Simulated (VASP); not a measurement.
Here is a VASP 6.6.1 calculation.

The input INCAR:

```
SYSTEM = Rh
PREC = Accurate
ENCUT = 520
EDIFF = 1E-6
ISMEAR = 0
SIGMA = 0.15
LREAL = .FALSE.
LASPH = .TRUE.
NELM = 80
ALGO = Fast
ISIF = 2
LWAVE = .FALSE.
LCHARG = .FALSE.
GGA = PE
NBANDS = 22
```

File KPOINTS:

```
regular mesh
0
G
  18 18 12
  0 0 0
```

The input POSCAR:

```
Rh
1.0
    0.0000000000     -1.9015500000     -1.9015500000
    0.0000000000      1.9015500000     -1.9015500000
    3.8031000000      0.0000000000      0.0000000000
Rh
2
Direct
    0.5000000000      0.5000000000      0.4802792459
    0.0000000000      0.0000000000      0.0197207541
```

Potentials or basis: VASP PAW PBE potentials, release 64 (Rh_pv).

The run is started by

```bash
$ cat potpaw_PBE.64/Rh_pv/POTCAR > POTCAR
$ mpirun -np 1 vasp_std > vasp.out
```

Q: Estimate the pressure.

A: 9.2 GPa.

Q: Estimate the largest force.

A: 1.647 eV/Å.

Forces on the atoms (eV/Å):
```
Rh   1.647  0.000  0.000
Rh  -1.647  0.000  0.000
```

Caveat: the cell differs from its parent crystal (atoms displaced along a vibrational mode); the cell stands under pressure; forces of over 1 eV/Å act on the atoms, so gaps and moduli don't describe the material at rest.
